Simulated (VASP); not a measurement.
# Al (P6_3/mmc) in VASP: notebook

Al is run at these levels: r2SCAN0, LDA; tasks: single point.

Program: VASP 6.6.1. These are calculated values, not measurements. Logs are shortened: lines on timing, memory, paths and dates and some standing lists are left out, and cuts for length are marked.

## 1. The cell of the first run

It takes space group P6_3/mmc (No. 194, hexagonal). Conventional cell: a = 2.812 Å, b = 2.812 Å, c = 4.867 Å, α = 90.00°, β = 90.00°, γ = 120.00°. Within 3.7 Å of Al (site symmetry -6m2) lie 12 Al at 2.81 to 2.93 Å.

## 2. Single point, r2SCAN0

The input, POSCAR:

```
Al
1.0
    2.8124553515      0.0000000000      0.0000000000
   -1.4062276757      2.4356577814      0.0000000000
    0.0000000000      0.0000000000      4.8668500000
Al
2
Direct
    0.3333333333      0.6666666667      0.2500000000
    0.6666666667      0.3333333333      0.7500000000
```

The input, INCAR.step1:

```
PREC = Accurate
ENCUT = 520
EDIFF = 1E-5
ISMEAR = -1
SIGMA = 0.05
LREAL = F
LASPH = T
NELM = 80
ALGO = Normal
ISIF = 2
LWAVE = T
NBANDS = 10
GGA = PE
```

The input, INCAR.step2:

```
PREC = Accurate
ENCUT = 520
EDIFF = 1E-7
ISMEAR = -1
SIGMA = 0.05
LREAL = F
LASPH = T
NELM = 80
ALGO = Normal
ISIF = 2
LWAVE = F
LCHARG = T
METAGGA = R2SCAN
LHFCALC = T
AEXX = 0.25
LMIXTAU = T
PRECFOCK = Normal
LELF = T
LVHAR = T
NBANDS = 10
ISTART = 1
```

The input, KPOINTS:

```
Automatic mesh
0
Gamma
  6 6 3
```

Potentials or basis: VASP PAW PBE potentials, release 64 (Al).

On the command line:

```bash
cat potpaw_PBE.64/Al/POTCAR > POTCAR
cp INCAR.step1 INCAR
mpirun -np 1 vasp_std > vasp.out
cp INCAR.step2 INCAR
mpirun -np 1 vasp_std > vasp.out
```

OUTCAR:

```text
PREC = Accurate
   ENCUT = 520
   EDIFF = 1E-7
   ISMEAR = -1
   LREAL = F
   LASPH = T
   NELM = 80
   ISIF = 2
   METAGGA = R2SCAN
   LHFCALC = T
   AEXX = 0.25
   PRECFOCK = Normal
   ISTART = 1

 ion  position               nearest neighbor table
   1  0.333  0.667  0.250-   2 2.93   2 2.93   2 2.93   2 2.93   2 2.93   2 2.93
   2  0.667  0.333  0.750-   1 2.93   1 2.93   1 2.93   1 2.93   1 2.93   1 2.93

  LATTYP: Found a hexagonal cell.
 ALAT       =     2.8124553515
 C/A-ratio  =     1.7304630267

  Lattice vectors:

 A1 = (   2.8124553515,   0.0000000000,   0.0000000000)
 A2 = (  -1.4062276757,   2.4356577814,   0.0000000000)
 A3 = (   0.0000000000,   0.0000000000,   4.8668500000)

Analysis of symmetry for initial positions (statically):
=====================================================================
 Subroutine PRICEL returns:
 Original cell was already a primitive cell.

 Routine SETGRP: Setting up the symmetry group for a
 hexagonal supercell.

 Subroutine GETGRP returns: Found 24 space group operations
 (whereof 12 operations were pure point group operations)
 out of a pool of 24 trial point group operations.

The static configuration has the point symmetry D_3d.
 The point group associated with its full space group is D_6h.

Analysis of symmetry for dynamics (positions and initial velocities):
=====================================================================
 Subroutine PRICEL returns:
 Original cell was already a primitive cell.

 Routine SETGRP: Setting up the symmetry group for a
 hexagonal supercell.

 Subroutine GETGRP returns: Found 24 space group operations
 (whereof 12 operations were pure point group operations)
 out of a pool of 24 trial point group operations.

The dynamic configuration has the point symmetry D_3d.
 The point group associated with its full space group is D_6h.

 Subroutine INISYM returns: Found 24 space group operations
 (whereof 12 operations are pure point group operations),
 and found     1 'primitive' translations

----------------------------------------------------------------------------------------

                                     Primitive cell

  volume of cell :      33.3388

  direct lattice vectors                    reciprocal lattice vectors
     2.812455352  0.000000000  0.000000000     0.355561200  0.205283355  0.000000000
    -1.406227676  2.435657781  0.000000000     0.000000000  0.410566709  0.000000000
     0.000000000  0.000000000  4.866850000     0.000000000  0.000000000  0.205471712

  length of vectors
     2.812455352  2.812455351  4.866850000     0.410566709  0.410566709  0.205471712

  position of ions in fractional coordinates (direct lattice)
     0.333333333  0.666666667  0.250000000
     0.666666667  0.333333333  0.750000000

  ion indices of the primitive-cell ions
   primitive index   ion index
                 1           1
                 2           2

----------------------------------------------------------------------------------------

 KPOINTS: Automatic mesh

Automatic generation of k-mesh.
 Grid dimensions read from file:
 generate k-points for:    6    6    3

 Generating k-lattice:

  Cartesian coordinates                     Fractional coordinates (reciprocal lattice)
     0.059260200  0.034213892  0.000000000     0.166666667  0.000000000  0.000000000
     0.000000000  0.068427785  0.000000000     0.000000000  0.166666667  0.000000000
     0.000000000  0.000000000  0.068490571     0.000000000  0.000000000  0.333333333

  Length of vectors
     0.068427785  0.068427785  0.068490571

  Shift w.r.t. Gamma in fractional coordinates (k-lattice)
     0.000000000  0.000000000  0.000000000

 Subroutine IBZKPT returns following result:
 ===========================================

 Found     14 irreducible k-points:

 Following reciprocal coordinates:
            Coordinates               Weight
  0.000000  0.000000  0.000000      1.000000
  0.166667  0.000000  0.000000      6.000000
  0.333333  0.000000  0.000000      6.000000
  0.500000 -0.000000  0.000000      3.000000
  0.166667  0.166667  0.000000      6.000000
  0.333333  0.166667  0.000000     12.000000
  0.333333  0.333333  0.000000      2.000000
  0.000000  0.000000  0.333333      2.000000
  0.166667  0.000000  0.333333     12.000000
  0.333333  0.000000  0.333333     12.000000
  0.500000 -0.000000  0.333333      6.000000
  0.166667  0.166667  0.333333     12.000000
  0.333333  0.166667  0.333333     24.000000
  0.333333  0.333333  0.333333      4.000000
   k-points           NKPTS =     14   k-points in BZ     NKDIM =    108   number of bands    NBANDS=     10
   number of dos      NEDOS =    301   number of ions     NIONS =      2
   total plane-waves  NPLWV =  20736
   dimension x,y,z NGX =    24 NGY =   24 NGZ =   36
   dimension x,y,z NGXF=    48 NGYF=   48 NGZF=   72
   ions per type =               2
   NGX,Y,Z   is equivalent  to a cutoff of  14.19, 14.19, 12.30 a.u.
   NGXF,Y,Z  is equivalent  to a cutoff of  28.37, 28.37, 24.59 a.u.
 SYSTEM =  unknown system
   PREC   = accura    normal or accurate (medium, high low for compatibility)
   ISTART =      1    job   : 0-new  1-cont  2-samecut
   ICHARG =      0    charge: 1-file 2-atom 10-const
   ISPIN  =      1    spin polarized calculation?
   LNONCOLLINEAR =      F non collinear calculations
   LSORBIT =      F    spin-orbit coupling
   LASPH  =      T    aspherical Exc in radial PAW
   ENCUT  =  520.0 eV  38.22 Ry    6.18 a.u.   5.23  5.23  9.05*2*pi/ulx,y,z
   NELM   =     80;   NELMIN=  2; NELMDL=  0     # of ELM steps
   EDIFF  = 0.1E-06   stopping-criterion for ELM
   LREAL  =      F    real-space projection
   EDIFFG = 0.1E-05   stopping-criterion for IOM
   NSW    =      0    number of steps for IOM
   IBRION =     -1    ionic relax: 0-MD 1-quasi-New 2-CG
   NFREE  =      0    steps in history (QN), initial steepest desc. (CG)
   ISIF   =      2    stress and relaxation
   ISYM   =      3    0-nonsym 1-usesym 2-fastsym
   POTIM  = 0.5000    time-step for ionic-motion
   TEBEG  =    0.0;   TEEND  =   0.0 temperature during run
   PSTRESS=    0.0 pullay stress
   NELECT =       6.0000    total number of electrons
   NUPDOWN=      -1.0000    fix difference up-down
   EMIN   =  10.00;   EMAX   =-10.00  energy-range for DOS
   EFERMI =   0.00;   METHOD = LEGACY
   ISMEAR =    -1;   SIGMA  =   0.05  broadening in eV -4-tet -1-fermi 0-gaus
   EFERMI_NEDOS =   21; number of points for ismear=-14 and -15
   IALGO  =     38    algorithm
   IMIX   =      1    mixing-type and parameters
     AMIX     =   0.40;   BMIX     =  1.00
     AMIX_MAG =   1.60;   BMIX_MAG =  1.00
  volume/ion in A,a.u.               =      16.67       112.49
  Fermi-wavevector in a.u.,A,eV,Ry     =   0.924291  1.746656 11.623640  0.854313
  Thomas-Fermi vector in A             =   2.050021
   LORBIT       =      0    0 simple, 1 ext, 2 COOP (PROOUT), +10 PAW based schemes
   METAGGA = R2SCAN    functional components
   LHFCALC =     T    Hartree Fock is set to
   PRECFOCK=normal    Normal, Fast or Accurate (Low or Medium for compatibility)
   ENCUT4O =  -1.0   cutoff for four orbital integrals eV
   NKREDX  =     1    reduce k-point grid by
   NKREDY  =     1    reduce k-point grid by
   NKREDZ  =     1    reduce k-point grid by
   AEXX    =    0.2500 exact exchange contribution
   HFSCREEN=    0.0000 screening length (either q_TF or 0.3 A-1)
   HFSCREENC=   0.0000 screening length for correlation (either q_TF or 0.3 A-1)
   ENCUTFOCK=  -1.0 apply spherical cutoff to Coloumb kernel
   IVDW    =     0    specifies the selected vdW correction
   LEPSILON=     F    determine dielectric tensor
   LRPA    =     F    only Hartree local field effects (RPA)
 non-spin polarized calculation
  energy-cutoff  :      520.00
  volume of cell :       33.34
 maximum number of plane-waves:       908
 NGX is ok and might be reduce to    24
  NGX = 16; NGY = 16; NGZ = 28

 number of electron       6.0000000 magnetization

 Free energy of the ion-electron system (eV)
  ---------------------------------------------------
  ext. energy  EPLUGINS =         0.00000000
  ---------------------------------------------------
  free energy    TOTEN  =       -13.13439670 eV

  energy without entropy =      -13.12498593  energy(sigma->0) =      -13.12969132

 E-fermi :   8.3343     XC(G=0):  -8.4081

 val. band max:        7.6292053146   @ k =   0.3333   0.3333   0.3333
 cond. band min:       8.4413300186   @ k =   0.3333   0.1667   0.3333
 fundamental gap:      0.8121247040
 Fermi energy:         8.3343491367

 k-point     1 :       0.0000    0.0000    0.0000
  band No.  band energies     occupation
      1      -5.5969      2.00000
      2       1.6446      2.00000
      3       1.7142      2.00000
      4      20.8603      0.00000
      5      21.1983      0.00000
      6      21.1983      0.00000
      7      21.3570      0.00000
      8      21.3570      0.00000
      9      22.2476      0.00000
     10      24.6768      0.00000

 k-point     2 :       0.1667    0.0000    0.0000
  band No.  band energies     occupation
      1      -4.7962      2.00000
      2       2.4474      2.00000
      3       2.4958      2.00000
      4      14.5710      0.00000
      5      18.0712      0.00000
      6      19.0993      0.00000
      7      20.5799      0.00000
      8      20.8852      0.00000
      9      22.9393      0.00000
     10      22.9843      0.00000

 k-point     3 :       0.3333    0.0000    0.0000
  band No.  band energies     occupation
      1      -2.4030      2.00000
      2       4.6537      2.00000
      3       4.8105      2.00000
      4       7.4739      2.00000
      5      14.3356      0.00000
      6      14.6417      0.00000
      7      16.1267      0.00000
      8      18.0148      0.00000
      9      21.6904      0.00000
     10      22.2844      0.00000
[... 118 lines left out ...]
 k-point    13 :       0.3333    0.1667    0.3333
  band No.  band energies     occupation
      1       0.7716      2.00000
      2       3.1035      2.00000
      3       5.7239      2.00000
      4       8.4413      0.21061
      5      10.8863      0.00000
      6      12.7376      0.00000
      7      13.9485      0.00000
      8      17.5086      0.00000
      9      19.6170      0.00000
     10      21.6579      0.00000

 k-point    14 :       0.3333    0.3333    0.3333
  band No.  band energies     occupation
      1       4.5771      2.00000
      2       4.5771      2.00000
      3       4.7368      2.00000
      4       7.0793      2.00000
      5       7.6292      2.00000
      6       7.6292      2.00000
      7      16.8658      0.00000
      8      16.8658      0.00000
      9      16.9660      0.00000
     10      23.1562      0.00000

------------------------ aborting loop because EDIFF is reached ----------------------------------------

  FORCE on cell =-STRESS in cart. coord.  units (eV):
  Direction    XX          YY          ZZ          XY          YZ          ZX
  --------------------------------------------------------------------------------------
  -------------------------------------------------------------------------------------
  Total        0.5852911      0.5852911     -1.6410582      0.0000000     -0.0000000      0.0000000
  in kB       28.1275958     28.1275958    -78.8650712      0.0000000     -0.0000000      0.0000000
  external PRESSURE =      -7.5366265 kB  Pullay stress =       0.0000000 kB

 VOLUME and BASIS-vectors are now :
 -----------------------------------------------------------------------------
  energy-cutoff  :      520.00
  volume of cell :       33.34
      direct lattice vectors                 reciprocal lattice vectors
     2.812455352  0.000000000  0.000000000     0.355561200  0.205283355  0.000000000
    -1.406227676  2.435657781  0.000000000     0.000000000  0.410566709  0.000000000
     0.000000000  0.000000000  4.866850000     0.000000000  0.000000000  0.205471712

 POSITION                                       TOTAL-FORCE (eV/Angst)
 -----------------------------------------------------------------------------------
     -0.00000      1.62377      1.21671        -0.000000      0.000000      0.000000
      1.40623      0.81189      3.65014         0.000000     -0.000000      0.000000
 -----------------------------------------------------------------------------------
    total drift:                               -0.000000     -0.000000     -0.000000

  FREE ENERGIE OF THE ION-ELECTRON SYSTEM (eV)
  ---------------------------------------------------
  free  energy   TOTEN  =       -13.1343967036 eV

  energy  without entropy=      -13.1249859291  energy(sigma->0) =      -13.12969132
```

Run time: 2.2 min. Hardware: 1 thread of Intel Xeon Platinum 8559C (Emerald Rapids), shared host; peak memory 0.16 GiB.

Results:

- Free energy: -13.1344 eV
- Pressure: -0.8 GPa
- Band gap on the k mesh: zero (band 3 reaches 9.97 eV, above the bottom of band 4 at 4.98 eV)

Levels at points of the mesh, in eV from the Fermi level:
```csv
k point,band 1,band 2,band 3,band 4,band 5,band 6
"(0.00, 0.00, 0.00)",-13.93,-6.69,-6.62,12.53,12.86,12.86
"(0.50, 0.00, 0.00)",-6.78,-6.78,0.54,0.64,1.44,1.53
```

Caveat: the k points lie up to 0.43 Å⁻¹ apart; the PAW data sets were made with another functional, which shifts forces and pressure a little.

## 3. Single point, LDA

The input, INCAR:

```
PREC     = Accurate       # precision mode
ENCUT    = 520            # plane-wave cutoff, eV
EDIFF    = 1E-6           # SCF threshold, eV
ISMEAR   = -1             # smearing method
SIGMA    = 0.05           # smearing width, eV
LREAL    = False          # projectors in reciprocal space
LASPH    = True           # aspherical terms in the spheres
NELM     = 100            # most SCF steps
ALGO     = Fast           # electronic algorithm
ISIF     = 2              # what is computed and relaxed
LWAVE    = False          # write WAVECAR
LCHARG   = False          # write CHGCAR
GGA      = CA             # functional
NBANDS   = 10             # bands
```

The input, KPOINTS:

```
regular mesh
0
Gamma
  6 6 3
```

POSCAR is that of step 2.

Potentials or basis: VASP PAW LDA potentials, release 64 (Al).

On the command line:

```bash
cat potpaw_LDA.64/Al/POTCAR > POTCAR
mpirun -np 1 vasp_std > vasp.out
```

Run time: 2 s. Hardware: 1 thread of AMD EPYC 9R45 (Zen 5), shared host; peak memory 0.09 GiB.

It converged, with:

```yaml
Free_energy: -8.1786 eV
Pressure: -1.3 GPa
Band_gap_on_the_k_mesh: zero (band 3 reaches 9.13 eV, above the bottom of band 4 at 5.49 eV)
```

Stress tensor (GPa, compression positive):
```
 1.24  0.00  0.00
 0.00  1.24  0.00
 0.00  0.00 -6.35
```

Levels at points of the mesh, in eV from the Fermi level:
| k point | band 1 | band 2 | band 3 | band 4 | band 5 | band 6 | band 7 | band 8 |
| --- | --- | --- | --- | --- | --- | --- | --- | --- |
| (0.00, 0.00, 0.00) | -11.17 | -5.22 | -4.91 | 10.99 | 11.17 | 11.17 | 11.47 | 11.47 |
| (0.50, 0.00, 0.00) | -5.16 | -5.03 | 0.44 | 0.50 | 1.14 | 1.37 | 6.05 | 7.59 |

Caveat: the k points lie up to 0.43 Å⁻¹ apart.
